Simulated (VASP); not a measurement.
# BP in VASP: notebook, part 2 of 2

VASP 6.6.1.

### Step 4. Relaxation of cell and atoms, PBE

INCAR reads:

```
SYSTEM = BP
PREC     = Accurate       ! precision mode
ENCUT    = 500            ! plane-wave cutoff, eV
EDIFF    = 1E-7           ! SCF threshold, eV
ISMEAR   = 0              ! smearing method
SIGMA    = 0.02           ! smearing width, eV
LREAL    = .False.        ! projectors in reciprocal space
LASPH    = .True.         ! aspherical terms in the spheres
NELM     = 120            ! most SCF steps
ALGO     = Normal         ! electronic algorithm
ISIF     = 3              ! what is computed and relaxed
LWAVE    = .False.        ! write WAVECAR
LCHARG   = .False.        ! write CHGCAR
GGA      = PE             ! functional
IBRION   = 2              ! ionic algorithm
NSW      = 100            ! ionic steps
EDIFFG   = -0.01          ! ionic threshold
GGA_COMPAT= .False.      
NELMIN   = 4
```

KPOINTS reads:

```
Automatic mesh
0
Gamma
  10 10 10
  0 0 0
```

POSCAR reads:

```
BP
1.0
    0.0000000000      2.2747808697      2.2747808697
    2.2747808697      0.0000000000      2.2747808697
    2.2747808697      2.2747808697      0.0000000000
B P
1 1
Direct
    0.2500000000      0.2500000000      0.2500000000
    0.5000000000      0.5000000000      0.5000000000
```

Potentials or basis: VASP PAW PBE potentials, release 64 (B, P).

The run is started by

```sh
$ cat potpaw_PBE.64/B/POTCAR potpaw_PBE.64/P/POTCAR > POTCAR
$ mpirun -np 1 vasp_std > vasp.out
```

OUTCAR:

```text
SYSTEM = BP
   PREC = Accurate
   ENCUT = 500
   EDIFF = 1E-7
   ISMEAR = 0
   LREAL = .False.
   LASPH = .True.
   NELM = 120
   ISIF = 3
   GGA = PE
   IBRION = 2
   NSW = 100
   EDIFFG = -0.01
   NELMIN = 4

 ion  position               nearest neighbor table
   1  0.250  0.250  0.250-   2 1.97   2 1.97   2 1.97   2 1.97
   2  0.500  0.500  0.500-   1 1.97   1 1.97   1 1.97   1 1.97

  LATTYP: Found a face centered cubic cell.
 ALAT       =     4.5495617394

  Lattice vectors:

 A1 = (   0.0000000000,   2.2747808697,   2.2747808697)
 A2 = (   2.2747808697,   0.0000000000,   2.2747808697)
 A3 = (   2.2747808697,   2.2747808697,   0.0000000000)

Analysis of symmetry for initial positions (statically):
=====================================================================
 Subroutine PRICEL returns:
 Original cell was already a primitive cell.

 Routine SETGRP: Setting up the symmetry group for a
 face centered cubic supercell.

 Subroutine GETGRP returns: Found 24 space group operations
 (whereof 24 operations were pure point group operations)
 out of a pool of 48 trial point group operations.

The static configuration has the point symmetry T_d .

Analysis of symmetry for dynamics (positions and initial velocities):
=====================================================================
 Subroutine PRICEL returns:
 Original cell was already a primitive cell.

 Routine SETGRP: Setting up the symmetry group for a
 face centered cubic supercell.

 Subroutine GETGRP returns: Found 24 space group operations
 (whereof 24 operations were pure point group operations)
 out of a pool of 48 trial point group operations.

The dynamic configuration has the point symmetry T_d .

 Subroutine INISYM returns: Found 24 space group operations
 (whereof 24 operations are pure point group operations),
 and found     1 'primitive' translations

----------------------------------------------------------------------------------------

                                     Primitive cell

  volume of cell :      23.5423

  direct lattice vectors                    reciprocal lattice vectors
     0.000000000  2.274780870  2.274780870    -0.219801391  0.219801391  0.219801391
     2.274780870  0.000000000  2.274780870     0.219801391 -0.219801391  0.219801391
     2.274780870  2.274780870  0.000000000     0.219801391  0.219801391 -0.219801391

  length of vectors
     3.217025957  3.217025957  3.217025957     0.380707177  0.380707177  0.380707177

  position of ions in fractional coordinates (direct lattice)
     0.250000000  0.250000000  0.250000000
     0.500000000  0.500000000  0.500000000

  ion indices of the primitive-cell ions
   primitive index   ion index
                 1           1
                 2           2

----------------------------------------------------------------------------------------

 KPOINTS: Automatic mesh

Automatic generation of k-mesh.
[... 25 lines left out ...]
  0.200000  0.000000  0.000000      8.000000
  0.300000  0.000000  0.000000      8.000000
  0.400000  0.000000  0.000000      8.000000
  0.500000  0.000000  0.000000      4.000000
[... 16 lines left out ...]
  0.300000  0.300000  0.000000      6.000000
  0.400000  0.300000  0.000000     24.000000
 [... further k-points ...]
   k-points           NKPTS =     47   k-points in BZ     NKDIM =     47   number of bands    NBANDS=      8
   number of dos      NEDOS =    301   number of ions     NIONS =      2
   total plane-waves  NPLWV =  13824
   dimension x,y,z NGX =    24 NGY =   24 NGZ =   24
   dimension x,y,z NGXF=    48 NGYF=   48 NGZF=   48
   ions per type =               1   1
   NGX,Y,Z   is equivalent  to a cutoff of  12.40, 12.40, 12.40 a.u.
   NGXF,Y,Z  is equivalent  to a cutoff of  24.80, 24.80, 24.80 a.u.
 SYSTEM =  BP
   PREC   = accura    normal or accurate (medium, high low for compatibility)
   ISTART =      0    job   : 0-new  1-cont  2-samecut
   ICHARG =      2    charge: 1-file 2-atom 10-const
   ISPIN  =      1    spin polarized calculation?
   LNONCOLLINEAR =      F non collinear calculations
   LSORBIT =      F    spin-orbit coupling
   LASPH  =      T    aspherical Exc in radial PAW
   ENCUT  =  500.0 eV  36.75 Ry    6.06 a.u.   5.87  5.87  5.87*2*pi/ulx,y,z
   NELM   =    120;   NELMIN=  4; NELMDL= -5     # of ELM steps
   EDIFF  = 0.1E-06   stopping-criterion for ELM
   LREAL  =      F    real-space projection
   EDIFFG = -.1E-01   stopping-criterion for IOM
   NSW    =    100    number of steps for IOM
   IBRION =      2    ionic relax: 0-MD 1-quasi-New 2-CG
   NFREE  =      1    steps in history (QN), initial steepest desc. (CG)
   ISIF   =      3    stress and relaxation
   ISYM   =      2    0-nonsym 1-usesym 2-fastsym
   POTIM  = 0.5000    time-step for ionic-motion
   TEBEG  =    0.0;   TEEND  =   0.0 temperature during run
   PSTRESS=    0.0 pullay stress
   NELECT =       8.0000    total number of electrons
   NUPDOWN=      -1.0000    fix difference up-down
   EMIN   =  10.00;   EMAX   =-10.00  energy-range for DOS
   EFERMI =   0.00;   METHOD = LEGACY
   ISMEAR =     0;   SIGMA  =   0.02  broadening in eV -4-tet -1-fermi 0-gaus
   EFERMI_NEDOS =   21; number of points for ismear=-14 and -15
   IALGO  =     38    algorithm
   IMIX   =      4    mixing-type and parameters
     AMIX     =   0.40;   BMIX     =  1.00
     AMIX_MAG =   1.60;   BMIX_MAG =  1.00
  volume/ion in A,a.u.               =      11.77        79.44
  Fermi-wavevector in a.u.,A,eV,Ry     =   1.142410  2.158842 17.756966  1.305100
  Thomas-Fermi vector in A             =   2.279108
   LORBIT       =      0    0 simple, 1 ext, 2 COOP (PROOUT), +10 PAW based schemes
   GGA     = PE    functional components
   LHFCALC =     F    Hartree Fock is set to
   AEXX    =    0.0000 exact exchange contribution
   IVDW    =     0    specifies the selected vdW correction
   LEPSILON=     F    determine dielectric tensor
   LRPA    =     F    only Hartree local field effects (RPA)
 conjugate gradient relaxation of ions
 non-spin polarized calculation
 Gauss-broadening in eV      SIGMA  =   0.02
  energy-cutoff  :      500.00
  volume of cell :       23.54
 maximum number of plane-waves:       610
   NGX = 11   NGY = 11   NGZ = 11

--------------------------------------- Ionic step        1  -------------------------------------------

 number of electron       8.0000000 magnetization

 Free energy of the ion-electron system (eV)
  ---------------------------------------------------
  ext. energy  EPLUGINS =         0.00000000
  ---------------------------------------------------
  free energy    TOTEN  =       -12.93054359 eV

  energy without entropy =      -12.93054359  energy(sigma->0) =      -12.93054359

------------------------ aborting loop because EDIFF is reached ----------------------------------------

  FORCE on cell =-STRESS in cart. coord.  units (eV):
  Direction    XX          YY          ZZ          XY          YZ          ZX
  --------------------------------------------------------------------------------------
  -------------------------------------------------------------------------------------
  Total       -0.0496349     -0.0496349     -0.0496349     -0.0000000     -0.0000000      0.0000000
  in kB       -3.3779172     -3.3779172     -3.3779172     -0.0000000     -0.0000000      0.0000000
  external PRESSURE =      -3.3779172 kB  Pullay stress =       0.0000000 kB
[... 59 lines left out ...]
--------------------------------------- Ionic step        3  -------------------------------------------

 number of electron       8.0000000 magnetization

 Free energy of the ion-electron system (eV)
  ---------------------------------------------------
  ext. energy  EPLUGINS =         0.00000000
  ---------------------------------------------------
  free energy    TOTEN  =       -12.93059720 eV

  energy without entropy =      -12.93059720  energy(sigma->0) =      -12.93059720

 E-fermi :   7.5156     XC(G=0): -10.8836

 val. band max:        7.3679833239   @ k =   0.0000   0.0000   0.0000
 cond. band min:       8.6148147031   @ k =   0.4000   0.4000   0.0000
 fundamental gap:      1.2468313792
 Fermi energy:         7.5155504763

 k-point     1 :       0.0000    0.0000    0.0000
  band No.  band energies     occupation
      1      -8.0435      2.00000
      2       7.3680      2.00000
      3       7.3680      2.00000
      4       7.3680      2.00000
      5      10.7607      0.00000
      6      10.7607      0.00000
      7      10.7607      0.00000
      8      14.6588      0.00000
[... 243 lines left out ...]
 k-point    24 :       0.4000    0.3000    0.0000
  band No.  band energies     occupation
      1      -5.1184      2.00000
      2       1.2198      2.00000
      3       3.3401      2.00000
      4       3.8700      2.00000
      5       9.1839      0.00000
      6      10.9928      0.00000
      7      16.8071      0.00000
      8      16.8210      0.00000

 [... further k-points ...]
[... 5 lines left out ...]
  --------------------------------------------------------------------------------------
  -------------------------------------------------------------------------------------
  Total        0.0012464      0.0012464      0.0012464      0.0000000      0.0000000      0.0000000
  in kB        0.0850034      0.0850034      0.0850034      0.0000000      0.0000000      0.0000000
  external PRESSURE =       0.0850034 kB  Pullay stress =       0.0000000 kB
[... 17 lines left out ...]
  FREE ENERGIE OF THE ION-ELECTRON SYSTEM (eV)
  ---------------------------------------------------
  free  energy   TOTEN  =       -12.9305972043 eV

  energy  without entropy=      -12.9305972043  energy(sigma->0) =      -12.93059720

 reached required accuracy - stopping structural energy minimisation
```

It took 22 s on 1 thread of Intel Xeon 8259CL, shared host; peak memory 0.13 GiB.

Results:

```yaml
Free_energy: -12.9306 eV
Relaxed_volume: 11.75 Å³/atom
Relaxed_cell: a = 3.215 Å, b = 3.215 Å, c = 3.215 Å, α = 60.00°, β = 60.00°, γ = 60.00°
Space_group_after_relaxing_to_0.05_Å: F-43m (No. 216)
Energy_gained_by_relaxing: 0.0 meV/atom
Ionic_steps: 3
Pressure_after_relaxing: 0.0 GPa
Band_gap_on_the_k_mesh: 1.25 eV, indirect (least direct gap 3.39 eV)
```

Final structure:
```cif
data_structure
_symmetry_space_group_name_H-M 'P 1'
_symmetry_Int_Tables_number 1
_cell_length_a 3.2147
_cell_length_b 3.2147
_cell_length_c 3.2147
_cell_angle_alpha 60.000
_cell_angle_beta 60.000
_cell_angle_gamma 60.000
_cell_volume 23.49
loop_
_atom_site_label
_atom_site_type_symbol
_atom_site_fract_x
_atom_site_fract_y
_atom_site_fract_z
_atom_site_occupancy
B1 B 0.25000 0.25000 0.25000 1
P1 P 0.50000 0.50000 0.50000 1
```

A k mesh can miss the band edges. As with any semilocal functional, this PBE gap is likely too small.

### Step 5. Summary

```csv
task,cell,k mesh,smearing,gap on the mesh (eV),pressure (GPa)
single point,"a = 3.217 Å, angles 60.0°, 2 atoms",6 × 6 × 6,gaussian 0.1 eV,1.34,-0.2
single point,"a = 3.216 Å, angles 60.0°, 2 atoms",10 × 10 × 10,gaussian 0.02 eV,1.25,-0.2
relaxation of cell and atoms,"relaxed from a = 3.217 Å, angles 60.0°, 2 atoms",10 × 10 × 10,gaussian 0.02 eV,1.25,0.0
```

Alike in all rows: level PBE; potentials or basis VASP PAW PBE potentials, release 64 (B, P); no spin polarisation; cutoff (eV) 500.

Total energies depend on the potentials used, so only differences within one code and one set of settings carry meaning.
